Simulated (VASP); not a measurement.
# ZnS (F-43m) in VASP: notebook

ZnS is run at these levels: LDA; tasks: single point, relaxation of cell and atoms.

All numbers are computed with VASP 6.6.1; they aren't measurements. Logs are shortened: lines on timing, memory, paths and dates and some standing lists are left out, and cuts for length are marked.

### 1 The cell of the first run

Symmetry: F-43m, No. 216, cubic system. The conventional cell has a = 5.297 Å, b = 5.297 Å, c = 5.297 Å, α = 90.00°, β = 90.00°, γ = 90.00°. Zn (site symmetry -43m) has 4 S at 2.29 Å within 3.0 Å. S (site symmetry -43m) has 4 Zn at 2.29 Å within 3.0 Å.

### 2 Single point, LDA

INCAR reads:

```
SYSTEM = ZnS
PREC = Accurate
ENCUT = 520
EDIFF = 1E-6
ISMEAR = 0
SIGMA = 0.02
LREAL = .FALSE.
LASPH = .TRUE.
NELM = 100
ALGO = Normal
ISIF = 2
LWAVE = .FALSE.
LCHARG = .TRUE.
GGA = CA
LELF = .TRUE.
LVHAR = .TRUE.
NBANDS = 16
```

KPOINTS reads:

```
regular mesh
0
G
  10 10 10
  0 0 0
```

POSCAR reads:

```
ZnS
1.0
    0.0000000000      2.6484239285      2.6484239285
    2.6484239285      0.0000000000      2.6484239285
    2.6484239285      2.6484239285      0.0000000000
Zn S
1 1
Direct
    0.0000000000      0.0000000000      0.0000000000
    0.7500000000      0.7500000000      0.7500000000
```

Potentials or basis: VASP PAW LDA potentials, release 64 (Zn, S).

Started as:

```sh
cat potpaw_LDA.64/Zn/POTCAR potpaw_LDA.64/S/POTCAR > POTCAR
mpirun -np 1 vasp_std > vasp.out
```

OUTCAR:

```text
SYSTEM = ZnS
   PREC = Accurate
   ENCUT = 520
   EDIFF = 1E-6
   ISMEAR = 0
   LREAL = .FALSE.
   LASPH = .TRUE.
   NELM = 100
   ISIF = 2
   GGA = CA

 ion  position               nearest neighbor table
   1  0.000  0.000  0.000-   2 2.29   2 2.29   2 2.29   2 2.29
   2  0.750  0.750  0.750-   1 2.29   1 2.29   1 2.29   1 2.29

  LATTYP: Found a face centered cubic cell.
 ALAT       =     5.2968478570

  Lattice vectors:

 A1 = (   0.0000000000,   2.6484239285,   2.6484239285)
 A2 = (   2.6484239285,   0.0000000000,   2.6484239285)
 A3 = (   2.6484239285,   2.6484239285,   0.0000000000)

Analysis of symmetry for initial positions (statically):
=====================================================================
 Subroutine PRICEL returns:
 Original cell was already a primitive cell.

 Routine SETGRP: Setting up the symmetry group for a
 face centered cubic supercell.

 Subroutine GETGRP returns: Found 24 space group operations
 (whereof 24 operations were pure point group operations)
 out of a pool of 48 trial point group operations.

The static configuration has the point symmetry T_d .

Analysis of symmetry for dynamics (positions and initial velocities):
=====================================================================
 Subroutine PRICEL returns:
 Original cell was already a primitive cell.

 Routine SETGRP: Setting up the symmetry group for a
 face centered cubic supercell.

 Subroutine GETGRP returns: Found 24 space group operations
 (whereof 24 operations were pure point group operations)
 out of a pool of 48 trial point group operations.

The dynamic configuration has the point symmetry T_d .

 Subroutine INISYM returns: Found 24 space group operations
 (whereof 24 operations are pure point group operations),
 and found     1 'primitive' translations

----------------------------------------------------------------------------------------

                                     Primitive cell

  volume of cell :      37.1529

  direct lattice vectors                    reciprocal lattice vectors
     0.000000000  2.648423929  2.648423929    -0.188791528  0.188791528  0.188791528
     2.648423929  0.000000000  2.648423929     0.188791528 -0.188791528  0.188791528
     2.648423929  2.648423929  0.000000000     0.188791528  0.188791528 -0.188791528

  length of vectors
     3.745437039  3.745437039  3.745437039     0.326996518  0.326996518  0.326996518

  position of ions in fractional coordinates (direct lattice)
     0.000000000  0.000000000  0.000000000
     0.750000000  0.750000000  0.750000000

[... 77 lines left out ...]
   LREAL  =      F    real-space projection
   EDIFFG = 0.1E-04   stopping-criterion for IOM
   NSW    =      0    number of steps for IOM
   IBRION =     -1    ionic relax: 0-MD 1-quasi-New 2-CG
   NFREE  =      0    steps in history (QN), initial steepest desc. (CG)
   ISIF   =      2    stress and relaxation
   ISYM   =      2    0-nonsym 1-usesym 2-fastsym
   POTIM  = 0.5000    time-step for ionic-motion
   TEBEG  =    0.0;   TEEND  =   0.0 temperature during run
   PSTRESS=    0.0 pullay stress
   NELECT =      18.0000    total number of electrons
   NUPDOWN=      -1.0000    fix difference up-down
   EMIN   =  10.00;   EMAX   =-10.00  energy-range for DOS
   EFERMI =   0.00;   METHOD = LEGACY
   ISMEAR =     0;   SIGMA  =   0.02  broadening in eV -4-tet -1-fermi 0-gaus
   EFERMI_NEDOS =   21; number of points for ismear=-14 and -15
   IALGO  =     38    algorithm
   IMIX   =      4    mixing-type and parameters
     AMIX     =   0.40;   BMIX     =  1.00
     AMIX_MAG =   1.60;   BMIX_MAG =  1.00
  volume/ion in A,a.u.               =      18.58       125.36
  Fermi-wavevector in a.u.,A,eV,Ry     =   1.285784  2.429780 22.493718  1.653242
  Thomas-Fermi vector in A             =   2.417898
   LORBIT       =      0    0 simple, 1 ext, 2 COOP (PROOUT), +10 PAW based schemes
   GGA     = CA    functional components
   LHFCALC =     F    Hartree Fock is set to
   AEXX    =    0.0000 exact exchange contribution
   IVDW    =     0    specifies the selected vdW correction
   LEPSILON=     F    determine dielectric tensor
   LRPA    =     F    only Hartree local field effects (RPA)
 non-spin polarized calculation
 Gauss-broadening in eV      SIGMA  =   0.02
  energy-cutoff  :      520.00
  volume of cell :       37.15
 maximum number of plane-waves:      1012
   NGX = 13   NGY = 13   NGZ = 13

 number of electron      18.0000014 magnetization

 Free energy of the ion-electron system (eV)
  ---------------------------------------------------
  ext. energy  EPLUGINS =         0.00000000
  ---------------------------------------------------
  free energy    TOTEN  =        -8.20788167 eV

  energy without entropy =       -8.20788167  energy(sigma->0) =       -8.20788167

 E-fermi :   2.6417     XC(G=0): -10.3163

 val. band max:        2.5130476086   @ k =   0.0000   0.0000   0.0000
 cond. band min:       4.6731593736   @ k =   0.0000   0.0000   0.0000
 fundamental gap:      2.1601117650
 Fermi energy:         2.6417006888

 k-point     1 :       0.0000    0.0000    0.0000
  band No.  band energies     occupation
      1     -11.0343      2.00000
      2      -4.2434      2.00000
      3      -4.2434      2.00000
      4      -4.2434      2.00000
      5      -3.6902      2.00000
      6      -3.6902      2.00000
[... 433 lines left out ...]
      3      -3.9706      2.00000
      4      -3.9632      2.00000
      5      -3.6686      2.00000
      6      -3.6239      2.00000
[... 8 lines left out ...]
     15      16.0164      0.00000
     16      18.6383      0.00000

 [... further k-points ...]

------------------------ aborting loop because EDIFF is reached ----------------------------------------

  FORCE on cell =-STRESS in cart. coord.  units (eV):
  Direction    XX          YY          ZZ          XY          YZ          ZX
  --------------------------------------------------------------------------------------
  -------------------------------------------------------------------------------------
  Total        0.0528520      0.0528520      0.0528520      0.0000000     -0.0000000      0.0000000
  in kB        2.2791828      2.2791828      2.2791828      0.0000000     -0.0000000      0.0000000
  external PRESSURE =       2.2791828 kB  Pullay stress =       0.0000000 kB

 VOLUME and BASIS-vectors are now :
 -----------------------------------------------------------------------------
  energy-cutoff  :      520.00
  volume of cell :       37.15
      direct lattice vectors                 reciprocal lattice vectors
     0.000000000  2.648423929  2.648423929    -0.188791528  0.188791528  0.188791528
     2.648423929  0.000000000  2.648423929     0.188791528 -0.188791528  0.188791528
     2.648423929  2.648423929  0.000000000     0.188791528  0.188791528 -0.188791528

 POSITION                                       TOTAL-FORCE (eV/Angst)
 -----------------------------------------------------------------------------------
      0.00000      0.00000      0.00000         0.000000      0.000000      0.000000
      3.97264      3.97264      3.97264        -0.000000     -0.000000     -0.000000
 -----------------------------------------------------------------------------------
    total drift:                               -0.000001     -0.000001     -0.000001

  FREE ENERGIE OF THE ION-ELECTRON SYSTEM (eV)
  ---------------------------------------------------
  free  energy   TOTEN  =        -8.2078816717 eV

  energy  without entropy=       -8.2078816717  energy(sigma->0) =       -8.20788167
```

stdout:

```text
POSCAR found type information on POSCAR ZnS
 POSCAR found :  2 types and       2 ions
 scaLAPACK will be used
 LDA part: xc-table for (Slater(with rela. corr.)+CA(PZ))
 , standard interpolation
 POSCAR, INCAR and KPOINTS ok, starting setup
 FFT: planning ... GRIDC
 FFT: planning ... GRID_SOFT
 FFT: planning ... GRID
 WAVECAR not read
 entering main loop
```

Run time: 20 s. Hardware: 1 thread of Intel Xeon Platinum 8488C (Sapphire Rapids), shared host; peak memory 0.15 GiB.

What came out:

```
Free energy            : -8.2079 eV
Pressure               : 0.2 GPa
Band gap on the k mesh : 2.16 eV
```

### 3 Relaxation of cell and atoms, LDA

This run uses another cell than the first one, of 19.55 Å³/atom.

INCAR reads:

```
PREC = Accurate
ENCUT = 600
EDIFF = 1E-6
ISMEAR = 0
SIGMA = 0.02
LREAL = False
LASPH = True
NELM = 60
ALGO = Normal
ISIF = 3
LWAVE = False
LCHARG = False
GGA = CA
IBRION = 2
NSW = 100
EDIFFG = -0.005
```

KPOINTS reads:

```
Automatic mesh
0
Gamma
  10 10 10
```

POSCAR reads:

```
ZnS
1.0
    0.0000000000      2.6936828800      2.6936828800
    2.6936828800      0.0000000000      2.6936828800
    2.6936828800      2.6936828800      0.0000000000
Zn S
1 1
Direct
    0.0000000000      0.0000000000      0.0000000000
    0.7500000000      0.7500000000      0.7500000000
```

Potentials or basis: VASP PAW LDA potentials, release 64 (Zn, S).

Started as:

```sh
cat potpaw_LDA.64/Zn/POTCAR potpaw_LDA.64/S/POTCAR > POTCAR
mpirun -np 1 vasp_std > vasp.out
```

Run time: 73 s. Hardware: 1 thread of Intel Xeon Platinum 8488C (Sapphire Rapids), shared host; peak memory 0.17 GiB.

The run converged. Its results:

```yaml
Free_energy: -8.2086 eV
Relaxed_volume: 18.63 Å³/atom
Relaxed_cell: a = 3.749 Å, b = 3.749 Å, c = 3.749 Å, α = 60.00°, β = 60.00°, γ = 60.00°
Space_group_after_relaxing_to_0.1_Å: F-43m (No. 216)
Energy_gained_by_relaxing: 11.1 meV/atom
Ionic_steps: 6
Pressure_after_relaxing: 0.0 GPa
Band_gap_on_the_k_mesh: 2.15 eV
```

Step by step:
```csv
step,energy change (eV),largest force (eV/Å),pressure (GPa),volume (Å³)
1,0.0000,0.0000,-3.65,39.09
2,-0.0192,0.0000,1.51,36.62
3,-0.0222,0.0000,-0.09,37.24
4,-0.0222,0.0000,0.15,37.21
5,-0.0222,0.0000,-0.07,37.30
6,-0.0222,0.0000,-0.01,37.25
```

Final structure:
```
Zn S
1.0
     0.00000    2.65080    2.65080
     2.65080    0.00000    2.65080
     2.65080    2.65080    0.00000
Zn S
1 1
Direct
  0.00000 0.00000 0.00000
  0.75000 0.75000 0.75000
```

Levels at points of the mesh, in eV from the valence-band top:
```csv
k point,band 7,band 8,band 9,band 10,band 11,band 12
"(0.00, 0.00, 0.00)",0.00,0.00,0.00,2.15,6.21,6.21
"(0.50, 0.00, 0.00)",-5.76,-0.96,-0.96,3.23,6.76,6.76
"(0.50, 0.50, 0.00)",-4.90,-2.46,-2.46,3.06,3.89,11.14
```
